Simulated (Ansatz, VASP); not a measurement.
Two plane-wave programs on Ge5As

```
Ge As
1.0
     0.00000    4.67509    4.67509
     4.67509    0.00000    4.67509
     4.67509    4.67509    0.00000
Ge As
5 1
Direct
  0.50000 0.50000 0.50000
  0.90159 0.90159 0.90159
  0.90159 0.90159 0.29522
  0.90159 0.29522 0.90159
  0.29522 0.90159 0.90159
  0.75000 0.75000 0.75000
```

Alike in both runs: functional PBE; k mesh 4 × 4 × 4; occupations gaussian, width 0.1 eV; no spin polarisation.

Ansatz relaxed the structure, and its values are those at the end. VASP's run is a single point on that final structure, the one shown.

|  | VASP | Ansatz |
| --- | --- | --- |
| version | VASP 6.6.1 | Ansatz 0.2.0 |
| potentials or method | VASP PAW PBE potentials, release 64 (Ge_d, As), cutoff 520 eV | scalar-relativistic, plane waves, PAW |
| valence electrons in the cell | 75 | 85 |

|  | VASP | Ansatz | Ansatz less VASP |
| --- | --- | --- | --- |
| gap on the k mesh at the Fermi level (eV) | none | none | - |
| pressure (GPa) | 0.0 | -0.1 | -0.02 |
| rms of the force components (eV/Å) | 0.018 | 0.015 | -0.0032 |

A gap of «none» marks a metal or a gap that the smearing closes. VASP's potentials hold 75 valence electrons a cell and Ansatz's 85, so a difference there can come from the potentials and not from the codes.
